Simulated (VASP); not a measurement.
# BeS (P6_3/mmc) in VASP: a series of runs

Aim: see how the results for BeS move with the level of theory and the settings. Levels: PBE, r2SCAN. Tasks: single point.

Everything below comes from runs of VASP 6.6.1. Logs are shortened: lines on timing, memory, paths and dates and some standing lists are left out, and cuts for length are marked.

**1. The cell of the first run**

It takes space group P6_3/mmc (No. 194, hexagonal). The conventional cell has a = 3.462 Å, b = 3.462 Å, c = 6.992 Å, α = 90.00°, β = 90.00°, γ = 120.00°. Be (site symmetry -6m2) has 3 S at 2.00 Å within 2.6 Å. S (site symmetry -6m2) has 3 Be at 2.00 Å within 2.6 Å.

**2. Single point, PBE**

Input file INCAR:

```
  PREC = Accurate
  ENCUT = 520
  EDIFF = 1E-6
  ISMEAR = 0
  SIGMA = 0.01
  LREAL = F
  LASPH = T
  NELM = 80
  ALGO = Normal
  ISIF = 2
  LWAVE = F
  LCHARG = F
  GGA = PE
  NBANDS = 16
```

Input file KPOINTS:

```
Automatic mesh
0
Gamma
  12 12 4
```

Input file POSCAR:

```
BeS
1.0
    3.4621569455      0.0000000000      0.0000000000
   -1.7310784727      2.9983158667      0.0000000000
    0.0000000000      0.0000000000      6.9924335875
Be S
2 2
Direct
    0.3333333333      0.6666666667      0.2500000000
    0.6666666667      0.3333333333      0.7500000000
    0.6666666667      0.3333333333      0.2500000000
    0.3333333333      0.6666666667      0.7500000000
```

Potentials or basis: VASP PAW PBE potentials, release 64 (Be, S).

Started as:

```console
> cat potpaw_PBE.64/Be/POTCAR potpaw_PBE.64/S/POTCAR > POTCAR
> mpirun -np 1 vasp_std > vasp.out
```

OUTCAR:

```text
PREC = Accurate
   ENCUT = 520
   EDIFF = 1E-6
   ISMEAR = 0
   LREAL = F
   LASPH = T
   NELM = 80
   ISIF = 2
   GGA = PE

 ion  position               nearest neighbor table
   1  0.333  0.667  0.250-   3 2.00   3 2.00   3 2.00
   2  0.667  0.333  0.750-   4 2.00   4 2.00   4 2.00
   3  0.667  0.333  0.250-   1 2.00   1 2.00   1 2.00
   4  0.333  0.667  0.750-   2 2.00   2 2.00   2 2.00

  LATTYP: Found a hexagonal cell.
 ALAT       =     3.4621569455
 C/A-ratio  =     2.0196755079

  Lattice vectors:

 A1 = (   3.4621569455,   0.0000000000,   0.0000000000)
 A2 = (  -1.7310784727,   2.9983158667,   0.0000000000)
 A3 = (   0.0000000000,   0.0000000000,   6.9924335875)

Analysis of symmetry for initial positions (statically):
=====================================================================
 Subroutine PRICEL returns:
 Original cell was already a primitive cell.

 Routine SETGRP: Setting up the symmetry group for a
 hexagonal supercell.

 Subroutine GETGRP returns: Found 24 space group operations
 (whereof 12 operations were pure point group operations)
 out of a pool of 24 trial point group operations.

The static configuration has the point symmetry D_3d.
 The point group associated with its full space group is D_6h.

Analysis of symmetry for dynamics (positions and initial velocities):
=====================================================================
 Subroutine PRICEL returns:
 Original cell was already a primitive cell.

 Routine SETGRP: Setting up the symmetry group for a
 hexagonal supercell.

 Subroutine GETGRP returns: Found 24 space group operations
 (whereof 12 operations were pure point group operations)
 out of a pool of 24 trial point group operations.

The dynamic configuration has the point symmetry D_3d.
 The point group associated with its full space group is D_6h.

 Subroutine INISYM returns: Found 24 space group operations
 (whereof 12 operations are pure point group operations),
 and found     1 'primitive' translations

----------------------------------------------------------------------------------------

                                     Primitive cell

  volume of cell :      72.5859

  direct lattice vectors                    reciprocal lattice vectors
     3.462156945  0.000000000  0.000000000     0.288837281  0.166760282  0.000000000
    -1.731078473  2.998315867  0.000000000     0.000000000  0.333520564  0.000000000
     0.000000000  0.000000000  6.992433587     0.000000000  0.000000000  0.143011727

  length of vectors
     3.462156945  3.462156945  6.992433587     0.333520564  0.333520564  0.143011727

  position of ions in fractional coordinates (direct lattice)
     0.333333333  0.666666667  0.250000000
     0.666666667  0.333333333  0.750000000
     0.666666667  0.333333333  0.250000000
     0.333333333  0.666666667  0.750000000

  ion indices of the primitive-cell ions
   primitive index   ion index
                 1           1
                 2           2
                 3           3
                 4           4

----------------------------------------------------------------------------------------

 KPOINTS: Automatic mesh

Automatic generation of k-mesh.
 Grid dimensions read from file:
 generate k-points for:   12   12    4

 Generating k-lattice:

  Cartesian coordinates                     Fractional coordinates (reciprocal lattice)
     0.024069773  0.013896690  0.000000000     0.083333333  0.000000000  0.000000000
     0.000000000  0.027793380  0.000000000     0.000000000  0.083333333  0.000000000
     0.000000000  0.000000000  0.035752932     0.000000000  0.000000000  0.250000000

  Length of vectors
     0.027793380  0.027793380  0.035752932

  Shift w.r.t. Gamma in fractional coordinates (k-lattice)
     0.000000000  0.000000000  0.000000000

 Subroutine IBZKPT returns following result:
 ===========================================

 Found     57 irreducible k-points:

 Following reciprocal coordinates:
            Coordinates               Weight
  0.000000  0.000000  0.000000      1.000000
  0.083333  0.000000  0.000000      6.000000
  0.166667  0.000000  0.000000      6.000000
  0.250000  0.000000  0.000000      6.000000
  0.333333  0.000000  0.000000      6.000000
  0.416667 -0.000000  0.000000      6.000000
[... 16 lines left out ...]
  0.250000  0.000000  0.250000     12.000000
  0.333333  0.000000  0.250000     12.000000
 [... further k-points ...]
   k-points           NKPTS =     57   k-points in BZ     NKDIM =     57   number of bands    NBANDS=     16
   number of dos      NEDOS =    301   number of ions     NIONS =      4
   total plane-waves  NPLWV =  42336
   dimension x,y,z NGX =    28 NGY =   28 NGZ =   54
   dimension x,y,z NGXF=    56 NGYF=   56 NGZF=  108
   ions per type =               2   2
   NGX,Y,Z   is equivalent  to a cutoff of  13.45, 13.45, 12.84 a.u.
   NGXF,Y,Z  is equivalent  to a cutoff of  26.89, 26.89, 25.68 a.u.
 SYSTEM =  unknown system
   PREC   = accura    normal or accurate (medium, high low for compatibility)
   ISTART =      0    job   : 0-new  1-cont  2-samecut
   ICHARG =      2    charge: 1-file 2-atom 10-const
   ISPIN  =      1    spin polarized calculation?
   LNONCOLLINEAR =      F non collinear calculations
   LSORBIT =      F    spin-orbit coupling
   LASPH  =      T    aspherical Exc in radial PAW
   ENCUT  =  520.0 eV  38.22 Ry    6.18 a.u.   6.44  6.44 13.00*2*pi/ulx,y,z
   NELM   =     80;   NELMIN=  2; NELMDL= -5     # of ELM steps
   EDIFF  = 0.1E-05   stopping-criterion for ELM
   LREAL  =      F    real-space projection
[... 7 lines left out ...]
   TEBEG  =    0.0;   TEEND  =   0.0 temperature during run
   PSTRESS=    0.0 pullay stress
   NELECT =      16.0000    total number of electrons
   NUPDOWN=      -1.0000    fix difference up-down
   EMIN   =  10.00;   EMAX   =-10.00  energy-range for DOS
   EFERMI =   0.00;   METHOD = LEGACY
   ISMEAR =     0;   SIGMA  =   0.01  broadening in eV -4-tet -1-fermi 0-gaus
   EFERMI_NEDOS =   21; number of points for ismear=-14 and -15
   IALGO  =     38    algorithm
   IMIX   =      4    mixing-type and parameters
     AMIX     =   0.40;   BMIX     =  1.00
     AMIX_MAG =   1.60;   BMIX_MAG =  1.00
  volume/ion in A,a.u.               =      18.15       122.46
  Fermi-wavevector in a.u.,A,eV,Ry     =   0.988926  1.868800 13.306165  0.977976
  Thomas-Fermi vector in A             =   2.120488
   LORBIT       =      0    0 simple, 1 ext, 2 COOP (PROOUT), +10 PAW based schemes
   GGA     = PE    functional components
   LHFCALC =     F    Hartree Fock is set to
   AEXX    =    0.0000 exact exchange contribution
   IVDW    =     0    specifies the selected vdW correction
   LEPSILON=     F    determine dielectric tensor
   LRPA    =     F    only Hartree local field effects (RPA)
 non-spin polarized calculation
 Gauss-broadening in eV      SIGMA  =   0.01
  energy-cutoff  :      520.00
  volume of cell :       72.59
 maximum number of plane-waves:      1986
 NGX is ok and might be reduce to    28
   NGX = 13   NGY = 13   NGZ = 27

 number of electron      16.0000001 magnetization

 Free energy of the ion-electron system (eV)
  ---------------------------------------------------
  ext. energy  EPLUGINS =         0.00000000
  ---------------------------------------------------
  free energy    TOTEN  =       -19.23102583 eV

  energy without entropy =      -19.23102583  energy(sigma->0) =      -19.23102583

 E-fermi :   1.7431     XC(G=0):  -8.5490

 val. band max:        1.6785247040   @ k =   0.2500   0.1667   0.0000
 cond. band min:       5.6145389933   @ k =   0.5000   0.0000   0.2500
 fundamental gap:      3.9360142893
 Fermi energy:         1.7431187041

 k-point     1 :       0.0000    0.0000    0.0000
  band No.  band energies     occupation
      1     -10.8821      2.00000
      2     -10.4464      2.00000
      3      -1.8198      2.00000
      4       0.8375      2.00000
      5       0.8375      2.00000
      6       1.0178      2.00000
[... 8 lines left out ...]
     15       9.8913      0.00000
     16      10.8612      0.00000

 k-point     2 :       0.0833    0.0000    0.0000
  band No.  band energies     occupation
      1     -10.8236      2.00000
      2     -10.3956      2.00000
      3      -1.7300      2.00000
      4       0.4800      2.00000
      5       0.6675      2.00000
      6       0.7042      2.00000
[... 8 lines left out ...]
     15      10.2007      0.00000
     16      10.2898      0.00000

 k-point     3 :       0.1667    0.0000    0.0000
  band No.  band energies     occupation
      1     -10.6549      2.00000
      2     -10.2513      2.00000
      3      -1.4651      2.00000
      4      -0.3734      2.00000
      5      -0.1775      2.00000
      6       0.3810      2.00000
[... 8 lines left out ...]
     15       9.5250      0.00000
     16      10.1260      0.00000

 k-point     4 :       0.2500    0.0000    0.0000
  band No.  band energies     occupation
      1     -10.3986      2.00000
      2     -10.0393      2.00000
      3      -1.3677      2.00000
      4      -1.1559      2.00000
      5      -1.0404      2.00000
      6       0.0078      2.00000
[... 8 lines left out ...]
     15      10.6880      0.00000
     16      10.7762      0.00000
[... 324 lines left out ...]
 k-point    22 :       0.1667    0.0000    0.2500
  band No.  band energies     occupation
      1     -10.6007      2.00000
      2     -10.3158      2.00000
      3      -1.1889      2.00000
      4      -0.3153      2.00000
      5      -0.2450      2.00000
      6       0.4131      2.00000
[... 8 lines left out ...]
     15       9.4412      0.00000
     16       9.9012      0.00000

 k-point    23 :       0.2500    0.0000    0.2500
  band No.  band energies     occupation
      1     -10.3498      2.00000
      2     -10.0961      2.00000
      3      -1.4082      2.00000
      4      -1.2219      2.00000
      5      -0.6609      2.00000
      6       0.0427      2.00000
[... 8 lines left out ...]
     15      10.7165      0.00000
     16      10.8829      0.00000

 k-point    24 :       0.3333    0.0000    0.2500
  band No.  band energies     occupation
      1     -10.0596      2.00000
      2      -9.8546      2.00000
      3      -2.2562      2.00000
      4      -2.0956      2.00000
      5      -0.2755      2.00000
      6      -0.1800      2.00000
[... 8 lines left out ...]
     15      12.0886      0.00000
     16      12.2965      0.00000

 [... further k-points ...]

------------------------ aborting loop because EDIFF is reached ----------------------------------------

  FORCE on cell =-STRESS in cart. coord.  units (eV):
  Direction    XX          YY          ZZ          XY          YZ          ZX
  --------------------------------------------------------------------------------------
  -------------------------------------------------------------------------------------
  Total        0.2193267      0.2193267      0.2387407      0.0000000     -0.0000000      0.0000000
  in kB        4.8411619      4.8411619      5.2696838      0.0000000     -0.0000000      0.0000000
  external PRESSURE =       4.9840025 kB  Pullay stress =       0.0000000 kB

 VOLUME and BASIS-vectors are now :
 -----------------------------------------------------------------------------
  energy-cutoff  :      520.00
  volume of cell :       72.59
      direct lattice vectors                 reciprocal lattice vectors
     3.462156945  0.000000000  0.000000000     0.288837281  0.166760282  0.000000000
    -1.731078473  2.998315867  0.000000000     0.000000000  0.333520564  0.000000000
     0.000000000  0.000000000  6.992433587     0.000000000  0.000000000  0.143011727

 POSITION                                       TOTAL-FORCE (eV/Angst)
 -----------------------------------------------------------------------------------
     -0.00000      1.99888      1.74811         0.000000     -0.000000      0.000000
      1.73108      0.99944      5.24433        -0.000000      0.000000      0.000000
      1.73108      0.99944      1.74811        -0.000000      0.000000      0.000000
     -0.00000      1.99888      5.24433         0.000000     -0.000000      0.000000
 -----------------------------------------------------------------------------------
    total drift:                               -0.000000      0.000000     -0.000000

  FREE ENERGIE OF THE ION-ELECTRON SYSTEM (eV)
  ---------------------------------------------------
  free  energy   TOTEN  =       -19.2310258257 eV

  energy  without entropy=      -19.2310258257  energy(sigma->0) =      -19.23102583
```

Run time: 54 s. Hardware: 1 thread of Intel Xeon Platinum 8488C (Sapphire Rapids), shared host; peak memory 0.21 GiB.

What came out:

```
Free energy            : -19.2310 eV
Pressure               : 0.5 GPa
Band gap on the k mesh : 3.94 eV, indirect (least direct gap 4.14 eV)
```

Levels at points of the mesh, in eV from the valence-band top:
```csv
k point,band 6,band 7,band 8,band 9,band 10,band 11
"(0.00, 0.00, 0.00)",-0.66,-0.65,-0.65,4.85,6.20,6.20
"(0.50, 0.00, 0.00)",-2.00,-1.28,-0.16,4.17,4.94,5.47
"(0.00, 0.00, 0.50)",-0.75,-0.75,-0.75,6.23,6.23,6.37
"(0.50, 0.00, 0.50)",-2.14,-0.54,-0.54,4.13,4.13,5.30
```

A k mesh can miss the band edges. PBE gaps usually lie below the measured ones, often by a third to a half.

**3. Single point, r2SCAN**

POSCAR is that of step 2.

Input file INCAR.step1:

```
PREC = Accurate ; ENCUT = 520
ISMEAR = 0 ; SIGMA = 0.01
LREAL = False ; LASPH = True
NELM = 100 ; NBANDS = 16
GGA = PE ; ALGO = Normal
EDIFF = 1E-4 ; LWAVE = True
LCHARG = False
```

Input file INCAR.step2:

```
PREC = Accurate ; ENCUT = 520
EDIFF = 1E-6 ; ISMEAR = 0
SIGMA = 0.01 ; LREAL = False
LASPH = True ; NELM = 100
ALGO = Normal ; ISIF = 2
LWAVE = False ; LCHARG = False
METAGGA = R2SCAN ; LMIXTAU = True
NBANDS = 16 ; ISTART = 1
```

Input file KPOINTS:

```
Automatic mesh
0
Gamma
  9 9 4
```

Potentials or basis: VASP PAW PBE potentials, release 64 (Be, S).

Started as:

```console
> cat potpaw_PBE.64/Be/POTCAR potpaw_PBE.64/S/POTCAR > POTCAR
> cp INCAR.step1 INCAR
> mpirun -np 1 vasp_std > vasp.out
> cp INCAR.step2 INCAR
> mpirun -np 1 vasp_std > vasp.out
```

It took 2.3 min on 1 thread of Intel Xeon Platinum 8488C (Sapphire Rapids), shared host; peak memory 0.21 GiB.

The run converged. Its results:

- Free energy: -28.7862 eV
- Pressure: -0.1 GPa
- Band gap on the k mesh: 4.54 eV, indirect (least direct gap 4.76 eV)

Stress tensor (GPa, compression positive):
```
-0.14  0.00  0.00
 0.00 -0.14  0.00
 0.00  0.00 -0.02
```

Levels at points of the mesh, in eV from the valence-band top:
```
           k point  band 5  band 6  band 7  band 8  band 9  band 10  band 11  band 12
(0.00, 0.00, 0.00)   -0.87   -0.67   -0.67   -0.67    5.48     6.76     6.76     6.93
(0.00, 0.00, 0.50)   -0.77   -0.77   -0.77   -0.77    6.94     6.94     6.94     6.94
```

Caveat: the PAW data sets were made with another functional, which shifts forces and pressure a little. r2SCAN opens gaps a little over a GGA but as a rule still falls short of measured ones.
